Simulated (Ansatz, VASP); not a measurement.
**Two plane-wave programs on PbS**

The input INCAR:

```
  ALGO = Normal
  EDIFF = 1E-6
  ENCUT = 520
  GGA = PS
  ISIF = 2
  ISMEAR = 0
  LASPH = T
  LCHARG = F
  LREAL = F
  LWAVE = F
  NBANDS = 17
  NELM = 100
  PREC = Accurate
  SIGMA = 0.05
```

KPOINTS

```
k-points
0
Gamma
  8 8 8
```

File POSCAR:

```
PbS
1.0
    3.5549976978      0.0000000000      0.0000000000
    0.0000000000      3.5549976978      0.0000000000
    0.0000000000      0.0000000000      3.5549976978
Pb S
1 1
Direct
    0.0000000000      0.0000000000      0.0000000000
    0.5000000000      0.5000000000      0.5000000000
```

Input for Ansatz:

```yaml
crystal:
  lattice:
    - [3.5549976978, 0.0, 0.0]
    - [0.0, 3.5549976978, 0.0]
    - [0.0, 0.0, 3.5549976978]
  atoms:
    - { symbol: Pb, position: [0.0, 0.0, 0.0] }
    - { symbol: S, position: [0.5, 0.5, 0.5] }
basis:
  ecutwfc: 420
  ecutrho_ratio: 4
kpoints:
  mp_grid: { grid: [8, 8, 8] }
hamiltonian:
  xc: pbesol
scf:
  occupations: { method: gaussian, width: 0.05 }
output:
  forces: true
  stress: true
  eigenvalues: true
```

Alike in both runs: task single point; functional PBEsol; k mesh 8 × 8 × 8; occupations gaussian, width 0.05 eV; no spin polarisation.

|  | VASP | Ansatz |
| --- | --- | --- |
| version | VASP 6.6.1 | Ansatz 0.2.0 |
| potentials or method | VASP PAW PBE potentials, release 64 (Pb_d, S), cutoff 520 eV | scalar-relativistic, plane waves, PAW |
| valence electrons in the cell | 20 | 20 |

|  | VASP | Ansatz | Ansatz less VASP |
| --- | --- | --- | --- |
| gap on the k mesh at the Fermi level (eV) | none | none | - |
| pressure (GPa) | 1.3 | 1.4 | +0.04 |

VASP's potentials were made for PBE, not for PBEsol. A gap of «none» marks a metal or a gap that the smearing closes. With one functional, cell and mesh, what is left measures potentials, basis and numerics.

Neither program's run includes spin-orbit coupling.
